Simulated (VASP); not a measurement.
# H12C11S10O6 in VASP: notebook, part 2 of 2

VASP 6.6.1. Earlier steps stand in the parts before.

## (3) Single point, PBE

INCAR reads:

```
SYSTEM = H12C11S10O6
  ALGO = Normal
  EDIFF = 1E-7
  ENCUT = 520
  GGA = PE
  ISIF = 2
  ISMEAR = -1
  LASPH = .True.
  LCHARG = .False.
  LREAL = Auto
  LWAVE = .False.
  NBANDS = 101
  NELM = 60
  PREC = Accurate
  SIGMA = 0.02
```

KPOINTS reads:

```
k-points
0
Gamma
  1 1 1
  0 0 0
```

POSCAR reads:

```
H12C11S10O6
1.0
    8.8484930000      0.0000000000      0.0000000000
    0.0000000000      8.8484930000      0.0000000000
    0.0000000000      0.0000000000      8.8484930000
S C O H
10 11 6 12
Direct
    0.9036680031      0.4994070742      1.0927058427
    0.9111382017      0.4142626321      0.7526931422
    0.5471327151      0.6794038262      0.8465622338
    0.3038935557      0.5027861807      0.6693343149
    0.4714136068      0.3408829051      0.2672206442
    0.5843819959      0.1840878441     -0.0272927831
    0.0325479152      0.7556880025      0.4493420518
   -0.0996779904      0.9610902105      0.1954005049
    0.6773469787      0.0045996533      0.6229874398
    0.5010118672     -0.0584054256      0.3154435450
    0.8940731490      0.4566314287      0.9257169554
    0.4258352241      0.5869813086      0.7655992947
    0.5258635567      0.2707014629      0.1166752350
   -0.0310787385      0.8532639400      0.3169918313
    0.5892189777     -0.0309770263      0.4747249051
    0.2879247348      0.6219477147      0.2004522126
    0.0066112953      0.8121043888      0.8329101916
    0.8871228129      0.2531504517      0.4165455067
    0.2219926037      0.0274057967      0.6109740947
    0.1818049695      0.2060689882      0.0008249992
    0.7003452452      0.5764823456      0.3866082055
    0.2437025152      0.6567785045      0.0792112284
   -0.0713115781      0.9197611390      0.8643731763
    1.0038206506      0.2518168913      0.4885125637
    0.2757418693     -0.0752670539      0.6800819077
    0.0849071136      0.2300052676      0.0933605304
    0.6525404947      0.5798275480      0.5153871964
    0.3817260182      0.6769288284      0.2664634532
    0.2240946566      0.5409734742      0.2671076306
    0.1227214623      0.7953783769      0.8806019285
   -0.0369780481      0.7162236553      0.7569085493
    0.8888971263      0.2635703051      0.2851785044
    0.7694869624      0.2418151882      0.4653899822
    0.1379443935      0.1083348317      0.6684189048
    0.2331696482      0.0426061251      0.4848057178
    0.2638754418      0.3007065723     -0.0328756546
    0.2096515192      0.0869865637     -0.0363112679
    0.6550154925      0.6446295431      0.2874048722
    0.8053574773      0.5214334237      0.3491441989
```

Potentials or basis: VASP PAW PBE potentials, release 64 (S, C, O, H).

On the command line:

```
$ cat potpaw_PBE.64/S/POTCAR potpaw_PBE.64/C/POTCAR potpaw_PBE.64/O/POTCAR potpaw_PBE.64/H/POTCAR > POTCAR
$ mpirun -np 1 vasp_gam > vasp.out
```

Wall time 95 s (1 thread of Intel Xeon 6975P-C (Granite Rapids), shared host); peak memory 0.69 GiB.

Results (log left out):

```yaml
Free_energy: -215.1037 eV
Pressure: 1.2 GPa
Largest_force: 3.133 eV/Å
Band_gap_on_the_k_mesh: 2.35 eV
```

Forces in eV/Å, atoms in the order of the input:
```
S   -0.392  0.527  0.952
S   -0.363  0.140  1.185
S    0.762  0.408  0.753
S    0.034 -0.174  0.194
S   -0.164  0.262  0.393
S   -0.334  0.610  0.710
S    0.159 -0.256 -0.089
S    0.374 -0.633  0.334
S   -0.269 -0.356 -0.362
S    1.286  0.272  2.432
C    0.472 -0.391 -2.345
C   -0.769 -0.317 -0.818
C    0.662 -0.926 -1.119
C   -0.562  0.693 -0.263
C   -1.085 -0.143 -1.953
C    0.478 -0.150  2.942
C    0.522 -1.675 -0.357
C   -0.600 -0.021 -1.878
C   -2.076  1.701 -0.603
C    1.786 -0.051 -0.119
C   -0.006  1.065 -0.443
O   -0.437  1.029 -2.927
O   -0.608  0.938 -0.011
O   -0.037  0.053  0.227
O    1.221 -1.273  0.768
O   -0.687  0.023  0.582
O    0.009 -0.138 -0.480
H    0.128  0.001 -0.503
H   -0.330 -0.856  0.565
H   -0.312  0.091 -0.152
H    0.303  0.732  0.498
H    0.076 -0.012  1.256
H    0.642  0.136  0.103
H    0.757 -0.292 -0.451
H    0.284  0.045  0.393
H   -0.680 -0.676 -0.190
H   -0.233  0.491 -0.284
H   -0.353 -0.205  0.586
H    0.342 -0.673  0.474
```

Stress tensor (GPa, compression positive):
```
 1.21 -0.44 -0.40
-0.44  1.69 -0.65
-0.40 -0.65  0.71
```

Levels at points of the mesh, in eV from the valence-band top:
| k point | band 72 | band 73 | band 74 | band 75 | band 76 | band 77 | band 78 | band 79 | band 80 | band 81 |
| --- | --- | --- | --- | --- | --- | --- | --- | --- | --- | --- |
| (0.00, 0.00, 0.00) | -0.46 | -0.33 | -0.22 | -0.14 | 0.00 | 2.35 | 2.41 | 2.59 | 2.67 | 2.78 |

Caveat: the k points lie up to 0.71 Å⁻¹ apart.

## (4) Single point, PBE

INCAR reads:

```
PREC = Accurate
ENCUT = 520
EDIFF = 1E-6
ISMEAR = -1
SIGMA = 0.02
LREAL = Auto
LASPH = True
NELM = 60
ALGO = Normal
ISIF = 2
LWAVE = False
LCHARG = False
GGA = PE
NBANDS = 101
```

KPOINTS reads:

```
Automatic mesh
0
Gamma
  1 1 1
```

POSCAR reads:

```
H12C11S10O6
1.0
    8.8484930000      0.0000000000      0.0000000000
    0.0000000000      8.8484930000      0.0000000000
    0.0000000000      0.0000000000      8.8484930000
S C O H
10 11 6 12
Direct
    0.8938697245      0.4974632404      1.0938359786
    0.9246772303      0.4211112559      0.7543431407
    0.5433919652      0.6805339621      0.8377923789
    0.3105274537      0.4758098356      0.6752336245
    0.4654351877      0.3551113167      0.2364131384
    0.5818730941      0.1816919559     -0.0454766704
    0.0395321554      0.7573832064      0.4603608773
   -0.1088207902      0.9603330194      0.2028141967
    0.6719675316     -0.0124314954      0.6154607344
    0.5228121896     -0.0750297254      0.3121322467
    0.8832351452      0.4531393086      0.9200097689
    0.4211338586      0.5846984340      0.7545126611
    0.5135111708      0.2543144917      0.0979262797
   -0.0334633253      0.8637968070      0.3306890789
    0.5924511665     -0.0486636538      0.4658420366
    0.2902754175      0.6463699525      0.1933323561
    0.0060462273      0.7894677659      0.8417252520
    0.8970002011      0.2563713392      0.3956153890
    0.2406172441      0.0472170798      0.5801100820
    0.1834888721      0.2076172745     -0.0160366291
    0.7348821997      0.5829467232      0.4044304493
    0.2668816035      0.7112623585      0.0813923908
   -0.0247838813      0.9192638792      0.8728831000
    0.9777823184      0.2593661994      0.5036563853
    0.3072839635     -0.0615472036      0.6274514768
    0.1061197653      0.2012659105      0.0954625833
    0.6450702962      0.5521844228      0.5046735077
    0.3836585507      0.6798445792      0.2809630973
    0.2295532132      0.5491782612      0.2399278612
    0.1093745568      0.7338311733      0.8488338071
   -0.0820478696      0.7198513916      0.7860208512
    0.9437878292      0.3012603389      0.2881846660
    0.7789575016      0.2089734376      0.3955249781
    0.1384868587      0.0965475138      0.6354867433
    0.2660113988      0.1032831240      0.4760923696
    0.2287395153      0.3142569023     -0.0580098781
    0.2091316567      0.0981975123     -0.0841047170
    0.7104486606      0.6688144524      0.3163363524
    0.8469351787      0.5263269124      0.3987119615
```

On the command line:

```
$ cat potpaw_PBE.64/S/POTCAR potpaw_PBE.64/C/POTCAR potpaw_PBE.64/O/POTCAR potpaw_PBE.64/H/POTCAR > POTCAR
$ mpirun -np 1 vasp_gam > vasp.out
```

It took 89 s on 1 thread of Intel Xeon 6975P-C (Granite Rapids), shared host; peak memory 0.71 GiB.

The run converged. Its results:

* Free energy: -214.8385 eV
* Pressure: 2.5 GPa
* Largest force: 5.726 eV/Å
* Band gap on the k mesh: 2.43 eV

Forces on the atoms (eV/Å):
```
S   -0.667 -0.217 -1.117
S   -0.543 -0.400 -0.725
S   -0.433 -0.176 -0.208
S   -0.712 -0.387 -0.507
S    0.054 -0.814 -0.308
S   -0.097 -0.505 -0.249
S   -0.722  1.316 -1.599
S    0.707 -0.620  0.795
S    0.650  0.113  1.039
S   -1.180 -0.426 -2.218
C    1.045  0.685  1.842
C    1.170  0.485  0.775
C    0.231  1.240  0.620
C    0.165 -0.800  0.700
C    0.625  0.449  1.187
C    2.002 -1.479  5.157
C   -2.669  0.166 -1.441
C   -1.012 -0.118 -2.056
C   -1.432  0.308  0.765
C    0.429 -1.784 -1.393
C   -0.319 -0.222  0.582
O   -0.888  2.119 -3.872
O    0.390  0.930  0.570
O    1.190 -0.193  2.104
O    0.549 -0.652  0.486
O   -0.563  0.090  1.168
O    0.231  0.136 -0.410
H   -0.538 -0.037 -0.906
H   -0.839 -0.619 -0.297
H    2.460 -0.631  0.638
H   -0.252 -0.180  0.113
H   -0.386 -0.079 -0.374
H    0.281  0.215  0.127
H    0.120 -0.152  0.308
H    0.718  0.577 -1.359
H    0.346  0.570 -0.282
H   -0.141  1.081  0.506
H    0.004  0.004 -0.081
H    0.025  0.005 -0.078
```

Stress tensor (GPa, compression positive):
```
 2.19  0.26  0.11
 0.26  1.85 -0.04
 0.11 -0.04  3.46
```

Levels at points of the mesh, in eV from the valence-band top:
```csv
k point,band 73,band 74,band 75,band 76,band 77,band 78,band 79,band 80
"(0.00, 0.00, 0.00)",-0.30,-0.21,-0.16,0.00,2.43,2.54,2.57,2.66
```

Caveat: the k points lie up to 0.71 Å⁻¹ apart.
